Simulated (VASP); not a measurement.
A run of VASP 6.6.1 is set up as follows.

The input INCAR:

```
ALGO     = Normal         # electronic algorithm
EDIFF    = 1E-6           # SCF threshold, eV
ENCUT    = 520            # plane-wave cutoff, eV
GGA      = PE             # functional
ISIF     = 2              # what is computed and relaxed
ISMEAR   = 0              # smearing method
LASPH    = T              # aspherical terms in the spheres
LCHARG   = F              # write CHGCAR
LREAL    = F              # projectors in reciprocal space
LWAVE    = F              # write WAVECAR
NBANDS   = 51             # bands
NELM     = 60             # most SCF steps
PREC     = Accurate       # precision mode
SIGMA    = 0.05           # smearing width, eV
```

Contents of KPOINTS:

```
k-points
0
Gamma
  8 8 8
```

Contents of POSCAR:

```
SrTiO3
1.0
   -2.7777137596      2.7777137596      3.9464442078
    2.7777137596     -2.7777137596      3.9464442078
    2.7777137596      2.7777137596     -3.9464442078
Sr Ti O
2 2 6
Direct
    0.7500000000      0.2500000000      0.5000000000
    0.2500000000      0.7500000000      0.5000000000
    0.0000000000      0.0000000000      0.0000000000
    0.5000000000      0.5000000000      0.0000000000
    0.2500000000      0.2500000000      0.0000000000
    0.7500000000      0.7500000000      0.0000000000
    0.7197443153      0.2197443153      0.9563899212
    0.2281949606      0.2718050394      0.5000000000
    0.2718050394      0.7718050394      0.0436100788
    0.7718050394      0.7281949606      0.5000000000
```

Potentials or basis: VASP PAW PBE potentials, release 64 (Sr_sv, Ti_sv, O).

Launch:

```console
$ cat potpaw_PBE.64/Sr_sv/POTCAR potpaw_PBE.64/Ti_sv/POTCAR potpaw_PBE.64/O/POTCAR > POTCAR
$ mpirun -np 1 vasp_std > vasp.out
```

Predict the largest force.

0.337 eV/Å.

Predict the pressure.

0.6 GPa.

Stress tensor (GPa, compression positive):
```
0.60 0.02 0.07
0.02 0.60 0.07
0.07 0.07 0.64
```

Caveat: the cell differs from its parent crystal (atom 7 (O) moved -0.067 Å along Cartesian [0 0 1]).
